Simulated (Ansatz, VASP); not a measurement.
ZnS: VASP beside Ansatz

```
Zn S
1.0
     2.74841    2.74841    0.00000
    -2.74841    2.74841    0.00000
     0.00000    2.74841    2.62909
Zn S
1 1
Direct
  0.75000 0.25000 0.50000
  0.00000 0.00000 0.00000
```

Change from the starting cell: film at in-plane strain +0.02.

Alike in both runs: task single point; functional r2SCAN; k mesh 8 × 8 × 8; no spin polarisation.

|  | VASP | Ansatz |
| --- | --- | --- |
| version | VASP 6.6.1 | Ansatz 0.2.0 |
| potentials or method | VASP PAW PBE potentials, release 64 (Zn, S) | PAW with Ansatz's default frozen-core files, scalar-relativistic |
| plane-wave cutoff (eV) | 520 | 500 |
| occupations | gaussian, width 0.01 eV | fixed |
| valence electrons in the cell | 18 | 18 |

|  | VASP | Ansatz | Ansatz less VASP |
| --- | --- | --- | --- |
| gap on the k mesh at the Fermi level (eV) | 2.54 | 2.53 | -0.010 |
| pressure (GPa) | -1.2 | -1.2 | -0.03 |
| traceless stress, the component that is largest in VASP (GPa) | 1.18 | 1.19 | +0.005 |

VASP's potentials were made for PBE, not for r2SCAN.
